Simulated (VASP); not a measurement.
# ZrB (P6/mmm) in VASP: notebook

ZrB is run at these levels: PBE; tasks: single point.

Program: VASP 6.6.1. These are calculated values, not measurements. Logs are shortened: lines on timing, memory, paths and dates and some standing lists are left out, and cuts for length are marked.

**1. The cell of the first run**

Symmetry: P6/mmm, No. 191, hexagonal system. The conventional cell has a = 5.201 Å, b = 5.201 Å, c = 3.812 Å, α = 90.00°, β = 90.00°, γ = 120.00°. Zr (site symmetry 6/mmm) has 6 B at 2.60 Å within 3.4 Å. Zr (site symmetry -6m2) has 6 B at 2.43 Å and 3 Zr at 3.00 Å within 3.2 Å. B (site symmetry mmm) has 6 Zr at 2.43 to 2.60 Å and 4 B at 2.60 Å within 3.2 Å.

The cell was generated, and may not be a known phase.

**2. Single point, PBE**

The input, INCAR:

```
SYSTEM = ZrB
PREC = Accurate
ENCUT = 520
EDIFF = 1E-6
ISMEAR = 0
SIGMA = 0.1
LREAL = .FALSE.
LASPH = .TRUE.
NELM = 100
ALGO = Normal
ISIF = 2
LWAVE = .FALSE.
LCHARG = .FALSE.
GGA = PE
NBANDS = 32
```

The input, KPOINTS:

```
Automatic mesh
0
G
  12 12 10
  0 0 0
```

The input, POSCAR:

```
ZrB
1.0
    5.2007753533      0.0000000000      0.0000000000
   -2.6003876766      4.5040035754      0.0000000000
    0.0000000000      0.0000000000      3.8122848143
Zr B
3 3
Direct
    0.0000000000      0.0000000000      0.0000000000
    0.3333333333      0.6666666667      0.5000000000
    0.6666666667      0.3333333333      0.5000000000
    0.5000000000      0.0000000000      0.0000000000
    0.5000000000      0.5000000000      0.0000000000
    0.0000000000      0.5000000000      0.0000000000
```

Potentials or basis: VASP PAW PBE potentials, release 64 (Zr_sv, B).

The run is started by

```bash
$ cat potpaw_PBE.64/Zr_sv/POTCAR potpaw_PBE.64/B/POTCAR > POTCAR
$ mpirun -np 1 vasp_std > vasp.out
```

OUTCAR:

```text
SYSTEM = ZrB
   PREC = Accurate
   ENCUT = 520
   EDIFF = 1E-6
   ISMEAR = 0
   LREAL = .FALSE.
   LASPH = .TRUE.
   NELM = 100
   ISIF = 2
   GGA = PE

 ion  position               nearest neighbor table
   1  0.000  0.000  0.000-   4 2.60   4 2.60   6 2.60   6 2.60   5 2.60   5 2.60   3 3.56   3 3.56
                             2 3.56   2 3.56   2 3.56   3 3.56   2 3.56   3 3.56   2 3.56   3 3.56
   2  0.333  0.667  0.500-   6 2.43   6 2.43   4 2.43   4 2.43   5 2.43   5 2.43   3 3.00   3 3.00
                             3 3.00   1 3.56   1 3.56   1 3.56   1 3.56   1 3.56   1 3.56
   3  0.667  0.333  0.500-   6 2.43   6 2.43   4 2.43   4 2.43   5 2.43   5 2.43   2 3.00   2 3.00
                             2 3.00   1 3.56   1 3.56   1 3.56   1 3.56   1 3.56   1 3.56
   4  0.500  0.000  0.000-   2 2.43   3 2.43   2 2.43   3 2.43   1 2.60   1 2.60
   5  0.500  0.500  0.000-   2 2.43   3 2.43   2 2.43   3 2.43   1 2.60   1 2.60
   6  0.000  0.500  0.000-   2 2.43   3 2.43   2 2.43   3 2.43   1 2.60   1 2.60

  LATTYP: Found a hexagonal cell.
 ALAT       =     5.2007753533
 C/A-ratio  =     0.7330223967

  Lattice vectors:

 A1 = (   5.2007753533,   0.0000000000,   0.0000000000)
 A2 = (  -2.6003876766,   4.5040035754,   0.0000000000)
 A3 = (   0.0000000000,   0.0000000000,   3.8122848143)

Analysis of symmetry for initial positions (statically):
=====================================================================
 Subroutine PRICEL returns:
 Original cell was already a primitive cell.

 Routine SETGRP: Setting up the symmetry group for a
 hexagonal supercell.

 Subroutine GETGRP returns: Found 24 space group operations
 (whereof 24 operations were pure point group operations)
 out of a pool of 24 trial point group operations.

The static configuration has the point symmetry D_6h.

Analysis of symmetry for dynamics (positions and initial velocities):
=====================================================================
 Subroutine PRICEL returns:
 Original cell was already a primitive cell.

 Routine SETGRP: Setting up the symmetry group for a
 hexagonal supercell.

 Subroutine GETGRP returns: Found 24 space group operations
 (whereof 24 operations were pure point group operations)
 out of a pool of 24 trial point group operations.

The dynamic configuration has the point symmetry D_6h.

 Subroutine INISYM returns: Found 24 space group operations
 (whereof 24 operations are pure point group operations),
 and found     1 'primitive' translations

----------------------------------------------------------------------------------------

                                     Primitive cell

  volume of cell :      89.3001

  direct lattice vectors                    reciprocal lattice vectors
     5.200775353  0.000000000  0.000000000     0.192279022  0.111012345  0.000000000
    -2.600387677  4.504003575  0.000000000     0.000000000  0.222024691  0.000000000
     0.000000000  0.000000000  3.812284814     0.000000000  0.000000000  0.262309887

  length of vectors
     5.200775353  5.200775353  3.812284814     0.222024691  0.222024691  0.262309887

  position of ions in fractional coordinates (direct lattice)
     0.000000000  0.000000000  0.000000000
     0.333333333  0.666666667  0.500000000
     0.666666667  0.333333333  0.500000000
     0.500000000  0.000000000  0.000000000
     0.500000000  0.500000000  0.000000000
     1.000000000  0.500000000  0.000000000

  ion indices of the primitive-cell ions
   primitive index   ion index
                 1           1
                 2           2
                 3           3
                 4           4
                 5           5
                 6           6

----------------------------------------------------------------------------------------

 KPOINTS: Automatic mesh

Automatic generation of k-mesh.
 Grid dimensions read from file:
 generate k-points for:   12   12   10

 Generating k-lattice:

  Cartesian coordinates                     Fractional coordinates (reciprocal lattice)
     0.016023252  0.009251029  0.000000000     0.083333333  0.000000000  0.000000000
     0.000000000  0.018502058  0.000000000     0.000000000  0.083333333  0.000000000
     0.000000000  0.000000000  0.026230989     0.000000000  0.000000000  0.100000000

  Length of vectors
     0.018502058  0.018502058  0.026230989

  Shift w.r.t. Gamma in fractional coordinates (k-lattice)
     0.000000000  0.000000000  0.000000000

 Subroutine IBZKPT returns following result:
 ===========================================

 Found    114 irreducible k-points:

 Following reciprocal coordinates:
            Coordinates               Weight
  0.000000  0.000000  0.000000      1.000000
  0.083333  0.000000  0.000000      6.000000
  0.166667 -0.000000  0.000000      6.000000
  0.250000 -0.000000  0.000000      6.000000
  0.333333 -0.000000  0.000000      6.000000
  0.416667  0.000000  0.000000      6.000000
[... 16 lines left out ...]
  0.250000 -0.000000  0.100000     12.000000
  0.333333 -0.000000  0.100000     12.000000
 [... further k-points ...]
   k-points           NKPTS =    114   k-points in BZ     NKDIM =    114   number of bands    NBANDS=     32
   number of dos      NEDOS =    301   number of ions     NIONS =      6
   total plane-waves  NPLWV =  44800
   dimension x,y,z NGX =    40 NGY =   40 NGZ =   28
   dimension x,y,z NGXF=    80 NGYF=   80 NGZF=   56
   ions per type =               3   3
   NGX,Y,Z   is equivalent  to a cutoff of  12.79, 12.79, 12.21 a.u.
   NGXF,Y,Z  is equivalent  to a cutoff of  25.57, 25.57, 24.42 a.u.
 SYSTEM =  ZrB
   PREC   = accura    normal or accurate (medium, high low for compatibility)
   ISTART =      0    job   : 0-new  1-cont  2-samecut
   ICHARG =      2    charge: 1-file 2-atom 10-const
   ISPIN  =      1    spin polarized calculation?
   LNONCOLLINEAR =      F non collinear calculations
   LSORBIT =      F    spin-orbit coupling
   LASPH  =      T    aspherical Exc in radial PAW
   ENCUT  =  520.0 eV  38.22 Ry    6.18 a.u.   9.67  9.67  7.09*2*pi/ulx,y,z
   NELM   =    100;   NELMIN=  2; NELMDL= -5     # of ELM steps
   EDIFF  = 0.1E-05   stopping-criterion for ELM
   LREAL  =      F    real-space projection
   EDIFFG = 0.1E-04   stopping-criterion for IOM
   NSW    =      0    number of steps for IOM
   IBRION =     -1    ionic relax: 0-MD 1-quasi-New 2-CG
   NFREE  =      0    steps in history (QN), initial steepest desc. (CG)
   ISIF   =      2    stress and relaxation
   ISYM   =      2    0-nonsym 1-usesym 2-fastsym
   POTIM  = 0.5000    time-step for ionic-motion
   TEBEG  =    0.0;   TEEND  =   0.0 temperature during run
   PSTRESS=    0.0 pullay stress
   NELECT =      45.0000    total number of electrons
   NUPDOWN=      -1.0000    fix difference up-down
   EMIN   =  10.00;   EMAX   =-10.00  energy-range for DOS
   EFERMI =   0.00;   METHOD = LEGACY
   ISMEAR =     0;   SIGMA  =   0.10  broadening in eV -4-tet -1-fermi 0-gaus
   EFERMI_NEDOS =   21; number of points for ismear=-14 and -15
   IALGO  =     38    algorithm
   IMIX   =      4    mixing-type and parameters
     AMIX     =   0.40;   BMIX     =  1.00
     AMIX_MAG =   1.60;   BMIX_MAG =  1.00
  volume/ion in A,a.u.               =      14.88       100.44
  Fermi-wavevector in a.u.,A,eV,Ry     =   1.302752  2.461844 23.091287  1.697162
  Thomas-Fermi vector in A             =   2.433799
   LORBIT       =      0    0 simple, 1 ext, 2 COOP (PROOUT), +10 PAW based schemes
   GGA     = PE    functional components
   LHFCALC =     F    Hartree Fock is set to
   AEXX    =    0.0000 exact exchange contribution
   IVDW    =     0    specifies the selected vdW correction
   LEPSILON=     F    determine dielectric tensor
   LRPA    =     F    only Hartree local field effects (RPA)
 non-spin polarized calculation
 Gauss-broadening in eV      SIGMA  =   0.10
  energy-cutoff  :      520.00
  volume of cell :       89.30
 maximum number of plane-waves:      2430
 NGX is ok and might be reduce to    40
   NGX = 19   NGY = 19   NGZ = 15

 number of electron      45.0000000 magnetization

 Free energy of the ion-electron system (eV)
  ---------------------------------------------------
  ext. energy  EPLUGINS =         0.00000000
  ---------------------------------------------------
  free energy    TOTEN  =       -46.86871446 eV

  energy without entropy =      -46.84947649  energy(sigma->0) =      -46.85909548

 E-fermi :   7.8706     XC(G=0): -11.4103

 val. band max:        7.8669804989   @ k =   0.3333   0.2500   0.2000
 cond. band min:       7.8747468849   @ k =   0.4167   0.0833   0.5000
 fundamental gap:      0.0077663860
 Fermi energy:         7.8706229129

 k-point     1 :       0.0000    0.0000    0.0000
  band No.  band energies     occupation
      1     -40.8500      2.00000
      2     -39.6700      2.00000
      3     -39.5161      2.00000
      4     -18.8639      2.00000
      5     -18.8461      2.00000
      6     -18.8461      2.00000
[... 24 lines left out ...]
     31      12.6035      0.00000
     32      12.6513      0.00000

 k-point     2 :       0.0833    0.0000    0.0000
  band No.  band energies     occupation
      1     -40.8500      2.00000
      2     -39.6678      2.00000
      3     -39.5185      2.00000
      4     -18.8634      2.00000
      5     -18.8475      2.00000
      6     -18.8468      2.00000
[... 24 lines left out ...]
     31      12.6979      0.00000
     32      12.7157      0.00000

 k-point     3 :       0.1667   -0.0000    0.0000
  band No.  band energies     occupation
      1     -40.8499      2.00000
      2     -39.6612      2.00000
      3     -39.5254      2.00000
      4     -18.8619      2.00000
      5     -18.8513      2.00000
      6     -18.8479      2.00000
[... 24 lines left out ...]
     31      12.8260      0.00000
     32      12.9475      0.00000

 k-point     4 :       0.2500   -0.0000    0.0000
  band No.  band energies     occupation
      1     -40.8497      2.00000
      2     -39.6510      2.00000
      3     -39.5360      2.00000
      4     -18.8599      2.00000
      5     -18.8566      2.00000
      6     -18.8480      2.00000
[... 24 lines left out ...]
     31      12.7846      0.00000
     32      12.9425      0.00000

 k-point     5 :       0.3333   -0.0000    0.0000
  band No.  band energies     occupation
      1     -40.8496      2.00000
      2     -39.6383      2.00000
      3     -39.5492      2.00000
      4     -18.8617      2.00000
      5     -18.8580      2.00000
      6     -18.8462      2.00000
[... 584 lines left out ...]
     31      12.7425      0.00000
     32      12.7600      0.00000

 k-point    22 :       0.1667   -0.0000    0.1000
  band No.  band energies     occupation
      1     -40.8494      2.00000
      2     -39.6606      2.00000
      3     -39.5247      2.00000
      4     -18.8704      2.00000
      5     -18.8490      2.00000
      6     -18.8461      2.00000
[... 24 lines left out ...]
     31      12.8372      0.00000
     32      12.9046      0.00000

 k-point    23 :       0.2500   -0.0000    0.1000
  band No.  band energies     occupation
      1     -40.8493      2.00000
      2     -39.6503      2.00000
      3     -39.5354      2.00000
      4     -18.8694      2.00000
      5     -18.8538      2.00000
      6     -18.8465      2.00000
[... 24 lines left out ...]
     31      12.6868      0.00000
     32      12.9229      0.00000

 k-point    24 :       0.3333   -0.0000    0.1000
  band No.  band energies     occupation
      1     -40.8491      2.00000
      2     -39.6376      2.00000
      3     -39.5485      2.00000
      4     -18.8679      2.00000
      5     -18.8585      2.00000
      6     -18.8457      2.00000
[... 24 lines left out ...]
     31      12.6123      0.00000
     32      13.0041      0.00000

 [... further k-points ...]
[... 5 lines left out ...]
  --------------------------------------------------------------------------------------
  -------------------------------------------------------------------------------------
  Total        0.0397520      0.0397520      0.0674720      0.0000000     -0.0000000      0.0000000
  in kB        0.7132108      0.7132108      1.2105477      0.0000000     -0.0000000      0.0000000
  external PRESSURE =       0.8789898 kB  Pullay stress =       0.0000000 kB

 VOLUME and BASIS-vectors are now :
 -----------------------------------------------------------------------------
  energy-cutoff  :      520.00
  volume of cell :       89.30
      direct lattice vectors                 reciprocal lattice vectors
     5.200775353  0.000000000  0.000000000     0.192279022  0.111012345  0.000000000
    -2.600387677  4.504003575  0.000000000     0.000000000  0.222024691  0.000000000
     0.000000000  0.000000000  3.812284814     0.000000000  0.000000000  0.262309887

 POSITION                                       TOTAL-FORCE (eV/Angst)
 -----------------------------------------------------------------------------------
      0.00000      0.00000      0.00000        -0.000000      0.000000      0.000000
     -0.00000      3.00267      1.90614         0.000000      0.000000      0.000000
      2.60039      1.50133      1.90614        -0.000000     -0.000000     -0.000000
      2.60039      0.00000      0.00000        -0.000000      0.000000      0.000000
      1.30019      2.25200      0.00000        -0.000000      0.000000      0.000000
     -1.30019      2.25200      0.00000        -0.000000      0.000000      0.000000
 -----------------------------------------------------------------------------------
    total drift:                               -0.000000      0.000000      0.000000

  FREE ENERGIE OF THE ION-ELECTRON SYSTEM (eV)
  ---------------------------------------------------
  free  energy   TOTEN  =       -46.8687144642 eV

  energy  without entropy=      -46.8494764929  energy(sigma->0) =      -46.85909548
```

It took 2.9 min on 1 thread of Intel Xeon 6975P-C (Granite Rapids), shared host; peak memory 0.38 GiB.

What came out:

| Quantity | Value |
| --- | --- |
| Free energy | -46.8687 eV |
| Pressure | 0.1 GPa |
| Band gap on the k mesh | zero (an odd number of electrons rules out a gap without spin polarisation) |

**3. Single point, PBE, collinear spin**

The input, INCAR:

```
SYSTEM = ZrB
ALGO = Normal ; EDIFF = 1E-6
ENCUT = 520 ; GGA = PE
ISIF = 2 ; ISMEAR = 0
ISPIN = 2 ; LASPH = .True.
LCHARG = .False. ; LMAXMIX = 4
LORBIT = 11 ; LREAL = .False.
LWAVE = .False. ; MAGMOM = 1 1 1 0 0 0
NBANDS = 36 ; NELM = 150
PREC = Accurate ; SIGMA = 0.1
```

The input, KPOINTS:

```
k-points
0
Gamma
  6 6 4
  0 0 0
```

POSCAR, as its differences from that of step 2:

```diff
@@ -2,5 +2,5 @@
 1.0
-    5.2007753533      0.0000000000      0.0000000000
-   -2.6003876766      4.5040035754      0.0000000000
-    0.0000000000      0.0000000000      3.8122848143
+    5.2066856795      0.0000000000      0.0000000000
+   -2.6033428397      4.5091220679      0.0000000000
+    0.0000000000      0.0000000000      3.8007026398
 Zr B
```

Potentials or basis: VASP PAW PBE potentials, release 64 (Zr_sv, B).

The run is started by

```bash
$ cat potpaw_PBE.64/Zr_sv/POTCAR potpaw_PBE.64/B/POTCAR > POTCAR
$ mpirun -np 1 vasp_std > vasp.out
```

It took 73 s on 1 thread of Intel Xeon 6975P-C (Granite Rapids), shared host; peak memory 0.28 GiB.

The run converged. Its results:

```yaml
Free_energy: -46.8363 eV
Pressure: 0.3 GPa
Net_moment: 0.01 μB per cell
Valence_electrons_inside_the_program's_atomic_spheres: Zr 9.62, 9.96 (each value once); B 1.73
```

Stress tensor (GPa, compression positive):
```
-0.03  0.00  0.00
 0.00 -0.03  0.00
 0.00  0.00  0.87
```

Levels at points of the mesh, in eV from the Fermi level:
Spin up:
```
           k point  band 19  band 20  band 21  band 22  band 23  band 24  band 25  band 26  band 27  band 28
(0.00, 0.00, 0.00)    -2.07    -1.63    -1.63     0.64     1.25     1.25     1.81     2.00     2.00     3.31
(0.50, 0.00, 0.00)    -1.32    -1.21    -0.95    -0.88    -0.55    -0.51     2.91     3.07     3.36     3.38
(0.00, 0.00, 0.50)    -2.16    -0.82    -0.82    -0.31    -0.31     1.54     3.43     3.43     3.76     4.25
(0.50, 0.00, 0.50)    -1.56    -0.58    -0.37    -0.33    -0.03     0.98     1.97     2.31     2.84     2.97
```
Spin down:
```tsv
k point	band 20	band 21	band 22	band 23	band 24	band 25	band 26	band 27
(0.00, 0.00, 0.00)	-1.63	-1.63	0.64	1.25	1.25	1.81	2.00	2.00
(0.50, 0.00, 0.00)	-1.21	-0.94	-0.87	-0.55	-0.51	2.91	3.08	3.36
(0.00, 0.00, 0.50)	-0.82	-0.82	-0.31	-0.31	1.54	3.43	3.43	3.76
(0.50, 0.00, 0.50)	-0.58	-0.37	-0.33	-0.03	0.98	1.97	2.31	2.85
```

Caveat: the k points lie up to 0.41 Å⁻¹ apart.
